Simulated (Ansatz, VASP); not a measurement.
**BaBi in VASP and in Ansatz**

```xyz
2
Lattice="4.3238 0.0000 0.0000 0.0000 4.3238 0.0000 0.0000 0.0000 4.3238" Properties=species:S:1:pos:R:3 pbc="T T T"
Ba    0.0000    0.0000    0.0000
Bi    2.1619    2.1619    2.1619
```

Alike in both runs: functional PBE; k mesh 4 × 4 × 4; occupations gaussian, width 0.1 eV; no spin polarisation.

Ansatz relaxed the structure, and its values are those at the end. VASP's run is a single point on that final structure, the one shown.

```csv
,VASP,Ansatz
version,VASP 6.6.1,Ansatz 0.2.0
potentials or method,"VASP PAW PBE potentials, release 64 (Ba_sv, Bi_d), cutoff 520 eV","scalar-relativistic, plane waves, PAW"
valence electrons in the cell,25,25
```

```csv
,VASP,Ansatz,Ansatz less VASP
gap on the k mesh at the Fermi level (eV),none,none,-
pressure (GPa),0.4,0.1,-0.28
```

A gap of «none» marks a metal or a gap that the smearing closes.

The k mesh is coarse, so the values compare programs but aren't converged. Neither program's run includes spin-orbit coupling.
